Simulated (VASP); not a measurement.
# LiF (Fm-3m) in VASP: notebook

The runs below take LiF through single point, relaxation of cell and atoms, with PBEsol.

Program: VASP 6.6.1. These are calculated values, not measurements. Logs are shortened: lines on timing, memory, paths and dates and some standing lists are left out, and cuts for length are marked.

## 1. The cell of the first run

It takes space group Fm-3m (No. 225, cubic). The conventional cell has a = 4.008 Å, b = 4.008 Å, c = 4.008 Å, α = 90.00°, β = 90.00°, γ = 90.00°. Within 2.7 Å of Li (site symmetry m-3m) lie 6 F at 2.00 Å. F (site symmetry m-3m) has 6 Li at 2.00 Å within 2.7 Å.

## 2. Single point, PBEsol

INCAR reads:

```
SYSTEM = LiF
  PREC = Accurate
  ENCUT = 520
  EDIFF = 1E-6
  ISMEAR = -1
  SIGMA = 0.1
  LREAL = .FALSE.
  LASPH = .TRUE.
  NELM = 80
  ALGO = Normal
  ISIF = 2
  LWAVE = .FALSE.
  LCHARG = .FALSE.
  GGA = PS
  NBANDS = 12
```

KPOINTS reads:

```
regular mesh
0
G
  20 20 20
  0 0 0
```

POSCAR reads:

```
LiF
1.0
    0.0000000000      2.0039662102      2.0039662102
    2.0039662102      0.0000000000      2.0039662102
    2.0039662102      2.0039662102      0.0000000000
Li F
1 1
Direct
    0.0000000000      0.0000000000      0.0000000000
    0.5000000000      0.5000000000      0.5000000000
```

Potentials or basis: VASP PAW PBE potentials, release 64 (Li_sv, F).

Run with:

```sh
cat potpaw_PBE.64/Li_sv/POTCAR potpaw_PBE.64/F/POTCAR > POTCAR
mpirun -np 1 vasp_std > vasp.out
```

OUTCAR:

```text
SYSTEM = LiF
   PREC = Accurate
   ENCUT = 520
   EDIFF = 1E-6
   ISMEAR = -1
   LREAL = .FALSE.
   LASPH = .TRUE.
   NELM = 80
   ISIF = 2
   GGA = PS

 ion  position               nearest neighbor table
   1  0.000  0.000  0.000-   2 2.00   2 2.00   2 2.00   2 2.00   2 2.00   2 2.00
   2  0.500  0.500  0.500-   1 2.00   1 2.00   1 2.00   1 2.00   1 2.00   1 2.00

  LATTYP: Found a face centered cubic cell.
 ALAT       =     4.0079324204

  Lattice vectors:

 A1 = (   0.0000000000,   2.0039662102,   2.0039662102)
 A2 = (   2.0039662102,   0.0000000000,   2.0039662102)
 A3 = (   2.0039662102,   2.0039662102,   0.0000000000)

Analysis of symmetry for initial positions (statically):
=====================================================================
 Subroutine PRICEL returns:
 Original cell was already a primitive cell.

 Routine SETGRP: Setting up the symmetry group for a
 face centered cubic supercell.

 Subroutine GETGRP returns: Found 48 space group operations
 (whereof 48 operations were pure point group operations)
 out of a pool of 48 trial point group operations.

The static configuration has the point symmetry O_h .

Analysis of symmetry for dynamics (positions and initial velocities):
=====================================================================
 Subroutine PRICEL returns:
 Original cell was already a primitive cell.

 Routine SETGRP: Setting up the symmetry group for a
 face centered cubic supercell.

 Subroutine GETGRP returns: Found 48 space group operations
 (whereof 48 operations were pure point group operations)
 out of a pool of 48 trial point group operations.

The dynamic configuration has the point symmetry O_h .

 Subroutine INISYM returns: Found 48 space group operations
 (whereof 48 operations are pure point group operations),
 and found     1 'primitive' translations

----------------------------------------------------------------------------------------

                                     Primitive cell

  volume of cell :      16.0954

  direct lattice vectors                    reciprocal lattice vectors
     0.000000000  2.003966210  2.003966210    -0.249505205  0.249505205  0.249505205
     2.003966210  0.000000000  2.003966210     0.249505205 -0.249505205  0.249505205
     2.003966210  2.003966210  0.000000000     0.249505205  0.249505205 -0.249505205

  length of vectors
     2.834036193  2.834036193  2.834036193     0.432155692  0.432155692  0.432155692

  position of ions in fractional coordinates (direct lattice)
[... 90 lines left out ...]
   NELECT =      10.0000    total number of electrons
   NUPDOWN=      -1.0000    fix difference up-down
   EMIN   =  10.00;   EMAX   =-10.00  energy-range for DOS
   EFERMI =   0.00;   METHOD = LEGACY
   ISMEAR =    -1;   SIGMA  =   0.10  broadening in eV -4-tet -1-fermi 0-gaus
   EFERMI_NEDOS =   21; number of points for ismear=-14 and -15
   IALGO  =     38    algorithm
   IMIX   =      4    mixing-type and parameters
     AMIX     =   0.40;   BMIX     =  1.00
     AMIX_MAG =   1.60;   BMIX_MAG =  1.00
  volume/ion in A,a.u.               =       8.05        54.31
  Fermi-wavevector in a.u.,A,eV,Ry     =   1.396929  2.639814 26.550566  1.951412
  Thomas-Fermi vector in A             =   2.520235
   LORBIT       =      0    0 simple, 1 ext, 2 COOP (PROOUT), +10 PAW based schemes
   GGA     = PS    functional components
   LHFCALC =     F    Hartree Fock is set to
   AEXX    =    0.0000 exact exchange contribution
   IVDW    =     0    specifies the selected vdW correction
   LEPSILON=     F    determine dielectric tensor
   LRPA    =     F    only Hartree local field effects (RPA)
 non-spin polarized calculation
  energy-cutoff  :      520.00
  volume of cell :       16.10
 maximum number of plane-waves:       447
 NGX is ok and might be reduce to    24
   NGX = 11   NGY = 11   NGZ = 11

 number of electron      10.0000000 magnetization

 number of electron       9.9999994 magnetization

 Free energy of the ion-electron system (eV)
  ---------------------------------------------------
  ext. energy  EPLUGINS =         0.00000000
  ---------------------------------------------------
  free energy    TOTEN  =        -9.85228476 eV

  energy without entropy =       -9.85228476  energy(sigma->0) =       -9.85228476

 E-fermi :   1.2844     XC(G=0): -10.2778

 val. band max:       -1.0162158791   @ k =  -0.0500   0.0500   0.0000
 cond. band min:       8.0381029236   @ k =   0.0000   0.0000   0.0000
 fundamental gap:      9.0543188027
 Fermi energy:         1.2844231995

 k-point     1 :       0.0000    0.0000    0.0000
  band No.  band energies     occupation
      1     -41.1933      2.00000
      2     -20.9219      2.00000
      3      -1.0173      2.00000
      4      -1.0173      2.00000
      5      -1.0173      2.00000
      6       8.0381      0.00000
      7      23.0039      0.00000
      8      23.0039      0.00000
      9      23.0040      0.00000
     10      23.2380      0.00000
     11      23.2380      0.00000
     12      23.2380      0.00000
[... 331 lines left out ...]
 k-point    24 :      -0.3500    0.0500    0.0000
  band No.  band energies     occupation
      1     -41.1358      2.00000
      2     -20.5421      2.00000
      3      -3.2375      2.00000
      4      -1.3271      2.00000
      5      -1.1901      2.00000
      6       9.7276      0.00000
      7      15.7682      0.00000
      8      18.3374      0.00000
      9      18.3557      0.00000
     10      27.5798      0.00000
     11      28.1368      0.00000
     12      29.3230      0.00000

 [... further k-points ...]

------------------------ aborting loop because EDIFF is reached ----------------------------------------

  FORCE on cell =-STRESS in cart. coord.  units (eV):
  Direction    XX          YY          ZZ          XY          YZ          ZX
  --------------------------------------------------------------------------------------
  -------------------------------------------------------------------------------------
  Total       -0.0227044     -0.0227044     -0.0227044     -0.0000000      0.0000000      0.0000000
  in kB       -2.2600589     -2.2600589     -2.2600589     -0.0000000      0.0000000      0.0000000
  external PRESSURE =      -2.2600589 kB  Pullay stress =       0.0000000 kB

 VOLUME and BASIS-vectors are now :
 -----------------------------------------------------------------------------
  energy-cutoff  :      520.00
  volume of cell :       16.10
      direct lattice vectors                 reciprocal lattice vectors
     0.000000000  2.003966210  2.003966210    -0.249505205  0.249505205  0.249505205
     2.003966210  0.000000000  2.003966210     0.249505205 -0.249505205  0.249505205
     2.003966210  2.003966210  0.000000000     0.249505205  0.249505205 -0.249505205

 POSITION                                       TOTAL-FORCE (eV/Angst)
 -----------------------------------------------------------------------------------
      0.00000      0.00000      0.00000         0.000000     -0.000000      0.000000
      2.00397      2.00397      2.00397        -0.000000      0.000000      0.000000
 -----------------------------------------------------------------------------------
    total drift:                               -0.000000     -0.000000      0.000000

  FREE ENERGIE OF THE ION-ELECTRON SYSTEM (eV)
  ---------------------------------------------------
  free  energy   TOTEN  =        -9.8522847616 eV

  energy  without entropy=       -9.8522847616  energy(sigma->0) =       -9.85228476
```

OSZICAR:

```text
N       E                     dE             d eps       ncg     rms          rms(c)
DAV:   1     0.314477547235E+02    0.31448E+02   -0.53913E+03  6308   0.848E+02
DAV:   2    -0.920290062784E+01   -0.40651E+02   -0.39691E+02  7444   0.188E+02
DAV:   3    -0.102663567970E+02   -0.10635E+01   -0.10600E+01  8084   0.264E+01
DAV:   4    -0.102779310711E+02   -0.11574E-01   -0.11573E-01  7108   0.289E+00
DAV:   5    -0.102780617940E+02   -0.13072E-03   -0.13072E-03  7940   0.226E-01    0.406E+00
DAV:   6    -0.985170377868E+01    0.42636E+00   -0.19915E+00  6940   0.872E+00    0.138E+00
DAV:   7    -0.984989390335E+01    0.18099E-02   -0.15601E-02  8192   0.111E+00    0.836E-01
DAV:   8    -0.985221222966E+01   -0.23183E-02   -0.11612E-02  7792   0.119E+00    0.104E-01
DAV:   9    -0.985223695174E+01   -0.24722E-04   -0.10064E-03  7216   0.280E-01    0.423E-02
DAV:  10    -0.985228433151E+01   -0.47380E-04   -0.98674E-05  7072   0.747E-02    0.916E-03
DAV:  11    -0.985228476161E+01   -0.43010E-06   -0.40949E-06  7768   0.203E-02
   1 F= -.98522848E+01 E0= -.98522848E+01  d E =-.512353E-10
```

stdout:

```text
POSCAR found type information on POSCAR LiF
 POSCAR found :  2 types and       2 ions
 scaLAPACK will be used
 -----------------------------------------------------------------------------
|                                                                             |
|                                                                             |
|     You enforced a specific xc type in the INCAR file but a different       |
|     I HOPE YOU KNOW WHAT YOU ARE DOING!                                     |
|                                                                             |
 -----------------------------------------------------------------------------

 LDA part: xc-table for (Slater+PW92), standard interpolation
 POSCAR, INCAR and KPOINTS ok, starting setup
 FFT: planning ... GRIDC
 FFT: planning ... GRID_SOFT
 FFT: planning ... GRID
 WAVECAR not read
 entering main loop
```

It took 27 s on 1 thread of Intel Xeon Platinum 8488C (Sapphire Rapids), shared host; peak memory 0.16 GiB.

What came out:

| Property | Result |
| --- | --- |
| Free energy | -9.8523 eV |
| Band gap on the k mesh | 9.05 eV |

Levels at points of the mesh, in eV from the valence-band top:
```csv
k point,band 3,band 4,band 5,band 6,band 7,band 8
"(0.00, 0.00, 0.00)",0.00,0.00,0.00,9.05,24.02,24.02
"(0.50, 0.00, 0.00)",-2.61,-0.24,-0.24,10.65,16.73,18.86
"(0.50, 0.50, 0.00)",-3.13,-1.04,-1.04,14.77,16.26,17.51
```

Caveat: the cutoff is under 1.25 times the usual one of these potentials, so pressure, stress and relaxed cells hold a basis-set (Pulay) error; the PAW data sets were made with another functional, which shifts forces and pressure a little. A k mesh can miss the band edges.

## 3. Relaxation of cell and atoms, PBEsol

This run uses another cell than the first one, of 8.17 Å³/atom.

INCAR reads:

```
  ALGO = Normal
  EDIFF = 1E-7
  EDIFFG = -0.002
  ENCUT = 600
  GGA = PS
  IBRION = 2
  ISIF = 3
  ISMEAR = -1
  LASPH = T
  LCHARG = F
  LREAL = F
  LWAVE = F
  NELM = 100
  NSW = 100
  PREC = Accurate
  SIGMA = 0.1
```

KPOINTS reads:

```
k-points
0
Gamma
  20 20 20
```

POSCAR reads:

```
LiF
1.0
    0.0000000000      2.0140000000      2.0140000000
    2.0140000000      0.0000000000      2.0140000000
    2.0140000000      2.0140000000      0.0000000000
Li F
1 1
Direct
    0.0000000000      0.0000000000      0.0000000000
    0.5000000000      0.5000000000      0.5000000000
```

Potentials or basis: VASP PAW PBE potentials, release 64 (Li_sv, F).

Run with:

```sh
cat potpaw_PBE.64/Li_sv/POTCAR potpaw_PBE.64/F/POTCAR > POTCAR
mpirun -np 1 vasp_std > vasp.out
```

OUTCAR:

```text
EDIFF = 1E-7
   EDIFFG = -0.002
   ENCUT = 600
   GGA = PS
   IBRION = 2
   ISIF = 3
   ISMEAR = -1
   LASPH = T
   LREAL = F
   NELM = 100
   NSW = 100
   PREC = Accurate

 ion  position               nearest neighbor table
   1  0.000  0.000  0.000-   2 2.01   2 2.01   2 2.01   2 2.01   2 2.01   2 2.01
   2  0.500  0.500  0.500-   1 2.01   1 2.01   1 2.01   1 2.01   1 2.01   1 2.01

  LATTYP: Found a face centered cubic cell.
 ALAT       =     4.0280000000

  Lattice vectors:

 A1 = (   0.0000000000,   2.0140000000,   2.0140000000)
 A2 = (   2.0140000000,   0.0000000000,   2.0140000000)
 A3 = (   2.0140000000,   2.0140000000,   0.0000000000)

Analysis of symmetry for initial positions (statically):
=====================================================================
 Subroutine PRICEL returns:
 Original cell was already a primitive cell.

[... 298 lines left out ...]
      1     -41.1285      2.00000
      2     -20.9005      2.00000
      3      -0.9733      2.00000
      4      -0.9733      2.00000
      5      -0.9733      2.00000
      6       8.1461      0.00000
      7      23.1461      0.00000
      8      23.1461      0.00000
      9      23.1462      0.00000
[... 265 lines left out ...]
 k-point    24 :      -0.3500    0.0500    0.0000
  band No.  band energies     occupation
      1     -41.0689      2.00000
      2     -20.5156      2.00000
      3      -3.2143      2.00000
      4      -1.2871      2.00000
      5      -1.1485      2.00000
      6       9.8222      0.00000
      7      15.8884      0.00000
      8      18.4465      0.00000
      9      18.4682      0.00000

 [... further k-points ...]

------------------------ aborting loop because EDIFF is reached ----------------------------------------

  FORCE on cell =-STRESS in cart. coord.  units (eV):
  Direction    XX          YY          ZZ          XY          YZ          ZX
  --------------------------------------------------------------------------------------
  -------------------------------------------------------------------------------------
  Total       -0.0003959     -0.0003959     -0.0003959      0.0000000      0.0000000     -0.0000000
  in kB       -0.0397107     -0.0397107     -0.0397107      0.0000000      0.0000000     -0.0000000
  external PRESSURE =      -0.0397107 kB  Pullay stress =       0.0000000 kB
[... 17 lines left out ...]
  FREE ENERGIE OF THE ION-ELECTRON SYSTEM (eV)
  ---------------------------------------------------
  free  energy   TOTEN  =        -9.8567859485 eV

  energy  without entropy=       -9.8567859485  energy(sigma->0) =       -9.85678595

 reached required accuracy - stopping structural energy minimisation
```

OSZICAR:

```text
N       E                     dE             d eps       ncg     rms          rms(c)
DAV:   1     0.340819508308E+02    0.34082E+02   -0.61901E+03  4801   0.126E+03
DAV:   2    -0.919854581389E+01   -0.43280E+02   -0.42493E+02  5097   0.219E+02
DAV:   3    -0.102653597961E+02   -0.10668E+01   -0.10645E+01  5930   0.331E+01
DAV:   4    -0.102795605801E+02   -0.14201E-01   -0.14188E-01  6152   0.372E+00
[... 28 lines left out ...]
DAV:   1    -0.985688869520E+01   -0.10656E-03   -0.20441E-03  4614   0.471E-01    0.834E-02
DAV:   2    -0.985678882735E+01    0.99868E-04   -0.56389E-04  4723   0.199E-01    0.157E-02
DAV:   3    -0.985678731710E+01    0.15103E-05   -0.32453E-06  6001   0.232E-02    0.889E-03
DAV:   4    -0.985678604137E+01    0.12757E-05   -0.11590E-06  6865   0.113E-02    0.523E-04
DAV:   5    -0.985678594853E+01    0.92840E-07   -0.42043E-08  2827   0.242E-03
   4 F= -.98567859E+01 E0= -.98567859E+01  d E =-.185184E-02
```

CONTCAR:

```text
LiF
   1.00000000000000
    -0.0000000000000000    1.9988326195054251    1.9988326195054251
     1.9988326195054251    0.0000000000000000    1.9988326195054251
     1.9988326195054251    1.9988326195054251    0.0000000000000000
  Li              F
     1     1
Direct
     0.0000000000000000    0.0000000000000000    0.0000000000000000
     0.5000000000000000    0.5000000000000000    0.5000000000000000

  0.00000000E+00  0.00000000E+00  0.00000000E+00
  0.00000000E+00  0.00000000E+00  0.00000000E+00
```

Wall time 84 s (1 thread of Intel Xeon Platinum 8488C (Sapphire Rapids), shared host); peak memory 0.17 GiB.

Results:

| Item | Value |
| --- | --- |
| Free energy | -9.8568 eV |
| Relaxed volume | 7.99 Å³/atom |
| Relaxed cell | a = 2.827 Å, b = 2.827 Å, c = 2.827 Å, α = 60.00°, β = 60.00°, γ = 60.00° |
| Space group after relaxing (to 0.1 Å) | Fm-3m (No. 225) |
| Energy gained by relaxing | 0.9 meV/atom |
| Ionic steps | 4 |
| Pressure after relaxing | 0.0 GPa |
| Band gap on the k mesh | 9.12 eV |

Step by step:
```
step  energy change (eV)  largest force (eV/Å)  pressure (GPa)  volume (Å³)
   1              0.0000                0.0000           -1.61        16.34
   2             -0.0014                0.0000           -0.77        16.15
   3             -0.0018                0.0000            0.08        15.95
   4             -0.0019                0.0000            0.00        15.97
```

Final structure:
```xyz
2
Lattice="0.0000 1.9988 1.9988 1.9988 0.0000 1.9988 1.9988 1.9988 0.0000" Properties=species:S:1:pos:R:3 pbc="T T T"
Li    0.0000    0.0000    0.0000
F     1.9988    1.9988    1.9988
```

Caveat: the cutoff is under 1.25 times the usual one of these potentials, so pressure, stress and relaxed cells hold a basis-set (Pulay) error; the PAW data sets were made with another functional, which shifts forces and pressure a little. A k mesh can miss the band edges.
